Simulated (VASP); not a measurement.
A run of VASP 6.6.1 is set up as follows.

INCAR

```
SYSTEM = AlN
ALGO = Normal ; EDIFF = 1E-6
ENCUT = 520 ; GGA = CA
ISIF = 2 ; ISMEAR = 0
LASPH = .TRUE. ; LCHARG = .FALSE.
LREAL = .FALSE. ; LWAVE = .FALSE.
NBANDS = 26 ; NELM = 80
PREC = Accurate ; SIGMA = 0.05
```

Contents of KPOINTS:

```
k-points
0
G
  8 6 4
  0 0 0
```

POSCAR

```
AlN
1.0
   -1.6378403119      2.8368226349      0.0000000000
    0.0000000000      0.0000000000      4.1006264518
    4.9135209358      2.8368226349      0.0000000000
Al N
4 4
Direct
    0.6639157818      0.7500000000      0.2213052606
    1.0000000000      0.7500000000      0.6666666667
    0.0000000000      0.2500000000      0.3333333333
    0.5000000000      0.2500000000      0.8333333333
    0.5000000000      0.2500000000      0.1666666667
    1.0000000000      0.2500000000      0.6666666667
    0.0000000000      0.7500000000      0.3333333333
    0.5000000000      0.7500000000      0.8333333333
```

Potentials or basis: VASP PAW LDA potentials, release 64 (Al, N).

Command:

```sh
$ cat potpaw_LDA.64/Al/POTCAR potpaw_LDA.64/N/POTCAR > POTCAR
$ mpirun -np 1 vasp_std > vasp.out
```

Q: What does it give for the band gap on the k mesh?

A: 3.11 eV.

Q: Estimate the largest force.

A: 46.414 eV/Å.

Q: Estimate the pressure.

A: 34.7 GPa.

Forces on the atoms (eV/Å):
```
Al   -0.915 -46.405   0.000
Al    0.942   0.999   0.000
Al   -0.428   1.699   0.000
Al    0.416   0.066   0.000
N     0.599   1.769   0.000
N    -0.703  -0.416   0.000
N     0.039  41.503   0.000
N     0.050   0.785   0.000
```

Caveat: the cell differs from its parent crystal (atom 1 (Al) moved by +0.000 Å along [1 0 0] and +0.620 Å along [1 2 0]); atoms lie so close that the PAW spheres overlap strongly, which falsifies energies and pressures; the stress differs along the axes, from -5 to 107 GPa; forces of over 1 eV/Å act on the atoms, so gaps and moduli don't describe the material at rest.
